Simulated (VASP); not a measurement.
# Ta2Ag (Fd-3m) in VASP: a series of runs

Runs on Ta2Ag. Level: PBE. Tasks: single point, relaxation of cell and atoms.

All numbers are computed with VASP 6.6.1; they aren't measurements. Logs are shortened: lines on timing, memory, paths and dates and some standing lists are left out, and cuts for length are marked.

**1. The cell of the first run**

It takes space group Fd-3m (No. 227, cubic). The conventional cell has a = 7.727 Å, b = 7.727 Å, c = 7.727 Å, α = 90.00°, β = 90.00°, γ = 90.00°. Within 3.6 Å of Ta (site symmetry -3m) lie 6 Ta at 2.73 Å and 6 Ag at 3.20 Å. Within 4.2 Å of Ag (site symmetry -43m) lie 12 Ta at 3.20 Å and 4 Ag at 3.35 Å.

**2. Single point, PBE**

File INCAR:

```
PREC = Accurate
ENCUT = 520
EDIFF = 1E-6
ISMEAR = 0
SIGMA = 0.1
LREAL = F
LASPH = T
NELM = 80
ALGO = Fast
ISIF = 2
LWAVE = F
LCHARG = T
GGA = PE
LELF = T
LVHAR = T
NBANDS = 42
```

File KPOINTS:

```
regular mesh
0
Gamma
  8 8 8
```

File POSCAR:

```
Ta2Ag
1.0
    0.0000000000      3.8633998661      3.8633998661
    3.8633998661      0.0000000000      3.8633998661
    3.8633998661      3.8633998661      0.0000000000
Ta Ag
4 2
Direct
    0.1250000000      0.1250000000      0.1250000000
    0.6250000000      0.1250000000      0.1250000000
    0.1250000000      0.1250000000      0.6250000000
    0.1250000000      0.6250000000      0.1250000000
    0.5000000000      0.5000000000      0.5000000000
    0.7500000000      0.7500000000      0.7500000000
```

Potentials or basis: VASP PAW PBE potentials, release 64 (Ta_pv, Ag).

Command:

```console
> cat potpaw_PBE.64/Ta_pv/POTCAR potpaw_PBE.64/Ag/POTCAR > POTCAR
> mpirun -np 1 vasp_std > vasp.out
```

OUTCAR:

```text
PREC = Accurate
   ENCUT = 520
   EDIFF = 1E-6
   ISMEAR = 0
   LREAL = F
   LASPH = T
   NELM = 80
   ISIF = 2
   GGA = PE

 ion  position               nearest neighbor table
   1  0.125  0.125  0.125-   2 2.73   3 2.73   4 2.73   3 2.73   4 2.73   2 2.73   6 3.20   5 3.20
                             6 3.20   5 3.20   6 3.20   5 3.20
   2  0.625  0.125  0.125-   1 2.73   3 2.73   4 2.73   1 2.73   3 2.73   4 2.73   5 3.20   6 3.20
                             5 3.20   5 3.20   6 3.20   6 3.20
   3  0.125  0.125  0.625-   1 2.73   1 2.73   2 2.73   4 2.73   4 2.73   2 2.73   6 3.20   5 3.20
                             6 3.20   5 3.20   6 3.20   5 3.20
   4  0.125  0.625  0.125-   1 2.73   3 2.73   1 2.73   2 2.73   3 2.73   2 2.73   5 3.20   6 3.20
                             5 3.20   6 3.20   6 3.20   5 3.20
   5  0.500  0.500  0.500-   1 3.20   3 3.20   4 3.20   1 3.20   2 3.20   3 3.20   1 3.20   2 3.20
                             4 3.20   2 3.20   3 3.20   4 3.20   6 3.35   6 3.35   6 3.35   6 3.35
   6  0.750  0.750  0.750-   2 3.20   3 3.20   4 3.20   1 3.20   2 3.20   4 3.20   1 3.20   2 3.20
                             3 3.20   1 3.20   3 3.20   4 3.20   5 3.35   5 3.35   5 3.35   5 3.35

  LATTYP: Found a face centered cubic cell.
 ALAT       =     7.7267997322

  Lattice vectors:

 A1 = (   0.0000000000,   3.8633998661,   3.8633998661)
 A2 = (   3.8633998661,   0.0000000000,   3.8633998661)
 A3 = (   3.8633998661,   3.8633998661,   0.0000000000)

Analysis of symmetry for initial positions (statically):
=====================================================================
 Subroutine PRICEL returns:
 Original cell was already a primitive cell.

 Routine SETGRP: Setting up the symmetry group for a
 face centered cubic supercell.

 Subroutine GETGRP returns: Found 48 space group operations
 (whereof 24 operations were pure point group operations)
 out of a pool of 48 trial point group operations.

The static configuration has the point symmetry T_d .
 The point group associated with its full space group is O_h .

Analysis of symmetry for dynamics (positions and initial velocities):
=====================================================================
 Subroutine PRICEL returns:
 Original cell was already a primitive cell.

 Routine SETGRP: Setting up the symmetry group for a
 face centered cubic supercell.

 Subroutine GETGRP returns: Found 48 space group operations
 (whereof 24 operations were pure point group operations)
 out of a pool of 48 trial point group operations.

The dynamic configuration has the point symmetry T_d .
 The point group associated with its full space group is O_h .

 Subroutine INISYM returns: Found 48 space group operations
 (whereof 24 operations are pure point group operations),
 and found     1 'primitive' translations

----------------------------------------------------------------------------------------

                                     Primitive cell

  volume of cell :     115.3291

  direct lattice vectors                    reciprocal lattice vectors
     0.000000000  3.863399866  3.863399866    -0.129419687  0.129419687  0.129419687
     3.863399866  0.000000000  3.863399866     0.129419687 -0.129419687  0.129419687
     3.863399866  3.863399866  0.000000000     0.129419687  0.129419687 -0.129419687

  length of vectors
     5.463672488  5.463672488  5.463672488     0.224161473  0.224161473  0.224161473

  position of ions in fractional coordinates (direct lattice)
     0.125000000  0.125000000  0.125000000
     0.625000000  0.125000000  0.125000000
     0.125000000  0.125000000  0.625000000
     0.125000000  0.625000000  0.125000000
     0.500000000  0.500000000  0.500000000
     0.750000000  0.750000000  0.750000000

  ion indices of the primitive-cell ions
   primitive index   ion index
                 1           1
                 2           2
                 3           3
                 4           4
                 5           5
                 6           6

----------------------------------------------------------------------------------------

 KPOINTS: regular mesh

Automatic generation of k-mesh.
 Grid dimensions read from file:
 generate k-points for:    8    8    8

 Generating k-lattice:

  Cartesian coordinates                     Fractional coordinates (reciprocal lattice)
    -0.016177461  0.016177461  0.016177461     0.125000000  0.000000000  0.000000000
     0.016177461 -0.016177461  0.016177461     0.000000000  0.125000000  0.000000000
     0.016177461  0.016177461 -0.016177461     0.000000000  0.000000000  0.125000000

  Length of vectors
     0.028020184  0.028020184  0.028020184

  Shift w.r.t. Gamma in fractional coordinates (k-lattice)
     0.000000000  0.000000000  0.000000000

 Subroutine IBZKPT returns following result:
 ===========================================

 Found     29 irreducible k-points:

 Following reciprocal coordinates:
            Coordinates               Weight
  0.000000  0.000000  0.000000      1.000000
  0.125000  0.000000  0.000000      8.000000
  0.250000  0.000000  0.000000      8.000000
  0.375000  0.000000  0.000000      8.000000
  0.500000  0.000000  0.000000      4.000000
  0.125000  0.125000  0.000000      6.000000
[... 16 lines left out ...]
  0.500000  0.250000  0.125000     48.000000
 -0.375000  0.250000  0.125000     24.000000
 [... further k-points ...]
   k-points           NKPTS =     29   k-points in BZ     NKDIM =     29   number of bands    NBANDS=     42
   number of dos      NEDOS =    301   number of ions     NIONS =      6
   total plane-waves  NPLWV =  74088
   dimension x,y,z NGX =    42 NGY =   42 NGZ =   42
   dimension x,y,z NGXF=    84 NGYF=   84 NGZF=   84
   ions per type =               4   2
   NGX,Y,Z   is equivalent  to a cutoff of  12.78, 12.78, 12.78 a.u.
   NGXF,Y,Z  is equivalent  to a cutoff of  25.56, 25.56, 25.56 a.u.
 SYSTEM =  unknown system
   PREC   = accura    normal or accurate (medium, high low for compatibility)
   ISTART =      0    job   : 0-new  1-cont  2-samecut
   ICHARG =      2    charge: 1-file 2-atom 10-const
   ISPIN  =      1    spin polarized calculation?
   LNONCOLLINEAR =      F non collinear calculations
   LSORBIT =      F    spin-orbit coupling
   LASPH  =      T    aspherical Exc in radial PAW
   ENCUT  =  520.0 eV  38.22 Ry    6.18 a.u.  10.16 10.16 10.16*2*pi/ulx,y,z
   NELM   =     80;   NELMIN=  2; NELMDL= -5     # of ELM steps
   EDIFF  = 0.1E-05   stopping-criterion for ELM
   LREAL  =      F    real-space projection
   EDIFFG = 0.1E-04   stopping-criterion for IOM
   NSW    =      0    number of steps for IOM
   IBRION =     -1    ionic relax: 0-MD 1-quasi-New 2-CG
   NFREE  =      0    steps in history (QN), initial steepest desc. (CG)
   ISIF   =      2    stress and relaxation
   ISYM   =      2    0-nonsym 1-usesym 2-fastsym
   POTIM  = 0.5000    time-step for ionic-motion
   TEBEG  =    0.0;   TEEND  =   0.0 temperature during run
   PSTRESS=    0.0 pullay stress
   NELECT =      66.0000    total number of electrons
   NUPDOWN=      -1.0000    fix difference up-down
   EMIN   =  10.00;   EMAX   =-10.00  energy-range for DOS
   EFERMI =   0.00;   METHOD = LEGACY
   ISMEAR =     0;   SIGMA  =   0.10  broadening in eV -4-tet -1-fermi 0-gaus
   EFERMI_NEDOS =   21; number of points for ismear=-14 and -15
   IALGO  =     68    algorithm
   IMIX   =      4    mixing-type and parameters
     AMIX     =   0.40;   BMIX     =  1.00
     AMIX_MAG =   1.60;   BMIX_MAG =  1.00
  volume/ion in A,a.u.               =      19.22       129.71
  Fermi-wavevector in a.u.,A,eV,Ry     =   1.359178  2.568475 25.134942  1.847366
  Thomas-Fermi vector in A             =   2.485949
   LORBIT       =      0    0 simple, 1 ext, 2 COOP (PROOUT), +10 PAW based schemes
   GGA     = PE    functional components
   LHFCALC =     F    Hartree Fock is set to
   AEXX    =    0.0000 exact exchange contribution
   IVDW    =     0    specifies the selected vdW correction
   LEPSILON=     F    determine dielectric tensor
   LRPA    =     F    only Hartree local field effects (RPA)
 non-spin polarized calculation
 RMM-DIIS sequential band-by-band and
 Gauss-broadening in eV      SIGMA  =   0.10
  energy-cutoff  :      520.00
  volume of cell :      115.33
 maximum number of plane-waves:      3138
 NGX is ok and might be reduce to    42
   NGX = 21   NGY = 21   NGZ = 21

 number of electron      66.0000002 magnetization

 Free energy of the ion-electron system (eV)
  ---------------------------------------------------
  ext. energy  EPLUGINS =         0.00000000
  ---------------------------------------------------
  free energy    TOTEN  =       -49.29432954 eV

  energy without entropy =      -49.27213827  energy(sigma->0) =      -49.28323390

 E-fermi :   5.9274     XC(G=0): -11.9799

 val. band max:        5.9005838379   @ k =   0.3750   0.0000   0.0000
 cond. band min:       5.9553095769   @ k =  -0.3750   0.2500   0.0000
 fundamental gap:      0.0547257391
 Fermi energy:         5.9274330566

 k-point     1 :       0.0000    0.0000    0.0000
  band No.  band energies     occupation
      1     -29.2910      2.00000
      2     -28.6212      2.00000
      3     -28.6212      2.00000
      4     -28.6212      2.00000
      5     -28.4136      2.00000
      6     -28.4136      2.00000
[... 34 lines left out ...]
     41       9.6304      0.00000
     42       9.6332      0.00000

 k-point     2 :       0.1250    0.0000    0.0000
  band No.  band energies     occupation
      1     -29.2493      2.00000
      2     -28.6088      2.00000
      3     -28.6021      2.00000
      4     -28.6021      2.00000
      5     -28.4034      2.00000
      6     -28.4034      2.00000
[... 34 lines left out ...]
     41       9.6570      0.00000
     42       9.7098      0.00000

 k-point     3 :       0.2500    0.0000    0.0000
  band No.  band energies     occupation
      1     -29.1437      2.00000
      2     -28.5604      2.00000
      3     -28.5604      2.00000
      4     -28.5604      2.00000
      5     -28.3619      2.00000
      6     -28.3619      2.00000
[... 34 lines left out ...]
     41       9.6668      0.00000
     42       9.6700      0.00000

 k-point     4 :       0.3750    0.0000    0.0000
  band No.  band energies     occupation
      1     -29.0353      2.00000
      2     -28.5298      2.00000
      3     -28.5298      2.00000
      4     -28.4428      2.00000
      5     -28.2695      2.00000
      6     -28.2695      2.00000
[... 844 lines left out ...]
     41       9.5766      0.00000
     42       9.6338      0.00000

 k-point    23 :       0.5000    0.2500    0.1250
  band No.  band energies     occupation
      1     -28.9266      2.00000
      2     -28.5463      2.00000
      3     -28.4616      2.00000
      4     -28.4342      2.00000
      5     -28.3069      2.00000
      6     -28.1597      2.00000
[... 34 lines left out ...]
     41       9.2402      0.00000
     42       9.3133      0.00000

 k-point    24 :      -0.3750    0.2500    0.1250
  band No.  band energies     occupation
      1     -28.8761      2.00000
      2     -28.5154      2.00000
      3     -28.4290      2.00000
      4     -28.3583      2.00000
      5     -28.3294      2.00000
      6     -28.1586      2.00000
[... 34 lines left out ...]
     41       8.9133      0.00000
     42       9.1544      0.00000

 [... further k-points ...]
[... 5 lines left out ...]
  --------------------------------------------------------------------------------------
  -------------------------------------------------------------------------------------
  Total        0.1097982      0.1097982      0.1097982      0.0000000      0.0000000     -0.0000000
  in kB        1.5253405      1.5253405      1.5253405      0.0000000      0.0000000     -0.0000000
  external PRESSURE =       1.5253405 kB  Pullay stress =       0.0000000 kB

 VOLUME and BASIS-vectors are now :
 -----------------------------------------------------------------------------
  energy-cutoff  :      520.00
  volume of cell :      115.33
      direct lattice vectors                 reciprocal lattice vectors
     0.000000000  3.863399866  3.863399866    -0.129419687  0.129419687  0.129419687
     3.863399866  0.000000000  3.863399866     0.129419687 -0.129419687  0.129419687
     3.863399866  3.863399866  0.000000000     0.129419687  0.129419687 -0.129419687

 POSITION                                       TOTAL-FORCE (eV/Angst)
 -----------------------------------------------------------------------------------
      0.96585      0.96585      0.96585        -0.000000     -0.000000      0.000000
      0.96585      2.89755      2.89755        -0.000000     -0.000000      0.000000
      2.89755      2.89755      0.96585        -0.000000     -0.000000      0.000000
      2.89755      0.96585      2.89755        -0.000000     -0.000000      0.000000
      3.86340      3.86340      3.86340         0.000000      0.000000      0.000000
      5.79510      5.79510      5.79510        -0.000000     -0.000000     -0.000000
 -----------------------------------------------------------------------------------
    total drift:                               -0.000000     -0.000000      0.000000

  FREE ENERGIE OF THE ION-ELECTRON SYSTEM (eV)
  ---------------------------------------------------
  free  energy   TOTEN  =       -49.2943295411 eV

  energy  without entropy=      -49.2721382658  energy(sigma->0) =      -49.28323390
```

It took 99 s on 1 thread of Intel Xeon 6975P-C (Granite Rapids), shared host; peak memory 0.32 GiB.

What came out:

```
Free energy            : -49.2943 eV
Pressure               : 0.2 GPa
Band gap on the k mesh : zero (band 33 reaches 7.69 eV, above the bottom of band 34 at 5.65 eV)
```

Levels at points of the mesh, in eV from the Fermi level:
```
           k point  band 29  band 30  band 31  band 32  band 33  band 34  band 35  band 36  band 37  band 38
(0.00, 0.00, 0.00)    -2.20    -2.20    -1.38    -1.38     1.75     2.44     2.44     2.44     3.51     3.51
(0.50, 0.00, 0.00)    -1.07    -1.07    -0.64    -0.64    -0.35     0.05     0.66     0.66     1.26     1.26
(0.50, 0.50, 0.00)    -1.08    -1.08    -0.91    -0.91    -0.18    -0.18     0.51     0.51     1.19     1.19
```

Caveat: spin-orbit coupling is left out, which moves the levels of the heavy elements.

**3. Relaxation of cell and atoms, PBE**

This run uses another cell than the first one, of 19.30 Å³/atom, 1.004 times its volume.

File INCAR:

```
PREC = Accurate ; ENCUT = 600
EDIFF = 1E-6 ; ISMEAR = 0
SIGMA = 0.1 ; LREAL = F
LASPH = T ; NELM = 80
ALGO = Fast ; ISIF = 3
LWAVE = F ; LCHARG = F
GGA = PE ; IBRION = 2
NSW = 100 ; EDIFFG = -0.01
```

KPOINTS is that of step 2.

Edit POSCAR of step 2 so:

```diff
@@ -2,5 +2,5 @@
 1.0
-    0.0000000000      3.8633998661      3.8633998661
-    3.8633998661      0.0000000000      3.8633998661
-    3.8633998661      3.8633998661      0.0000000000
+    0.0000000000      3.8684229297      3.8684229297
+    3.8684229297      0.0000000000      3.8684229297
+    3.8684229297      3.8684229297      0.0000000000
 Ta Ag
```

Potentials or basis: VASP PAW PBE potentials, release 64 (Ta_pv, Ag).

Command:

```console
> cat potpaw_PBE.64/Ta_pv/POTCAR potpaw_PBE.64/Ag/POTCAR > POTCAR
> mpirun -np 1 vasp_std > vasp.out
```

It took 3.7 min on 1 thread of Intel Xeon 6975P-C (Granite Rapids), shared host; peak memory 0.41 GiB.

The run converged. Its results:

```
Free energy                            : -49.2953 eV
Relaxed volume                         : 19.24 Å³/atom
Relaxed cell                           : a = 5.466 Å, b = 5.466 Å, c = 5.466 Å, α = 60.00°, β = 60.00°, γ = 60.00°
Space group after relaxing (to 0.05 Å) : Fd-3m (No. 227)
Energy gained by relaxing              : 0.1 meV/atom
Ionic steps                            : 3
Pressure after relaxing                : 0.0 GPa
Band gap on the k mesh                 : zero (band 33 reaches 7.68 eV, above the bottom of band 34 at 5.64 eV)
```

Step by step:
| step | energy change (eV) | largest force (eV/Å) | pressure (GPa) | volume (Å³) |
| --- | --- | --- | --- | --- |
| 1 | 0.0000 | 0.0000 | -0.37 | 115.78 |
| 2 | 0.0003 | 0.0000 | 0.49 | 115.04 |
| 3 | -0.0004 | 0.0000 | 0.00 | 115.46 |

Final structure:
```yaml
crystal:
  lattice:
    - [0.00000, 3.86481, 3.86481]
    - [3.86481, 0.00000, 3.86481]
    - [3.86481, 3.86481, 0.00000]
  atoms:
    - { symbol: Ta, position: [0.12500, 0.12500, 0.12500] }
    - { symbol: Ta, position: [0.62500, 0.12500, 0.12500] }
    - { symbol: Ta, position: [0.12500, 0.12500, 0.62500] }
    - { symbol: Ta, position: [0.12500, 0.62500, 0.12500] }
    - { symbol: Ag, position: [0.50000, 0.50000, 0.50000] }
    - { symbol: Ag, position: [0.75000, 0.75000, 0.75000] }
```

Levels at points of the mesh, in eV from the Fermi level:
```
           k point  band 29  band 30  band 31  band 32  band 33  band 34  band 35  band 36  band 37  band 38
(0.00, 0.00, 0.00)    -2.20    -2.20    -1.38    -1.38     1.75     2.43     2.43     2.43     3.51     3.52
(0.50, 0.00, 0.00)    -1.06    -1.06    -0.64    -0.64    -0.35     0.05     0.66     0.66     1.26     1.26
(0.50, 0.50, 0.00)    -1.08    -1.08    -0.91    -0.91    -0.18    -0.18     0.51     0.51     1.19     1.19
```

Caveat: spin-orbit coupling is left out, which moves the levels of the heavy elements.
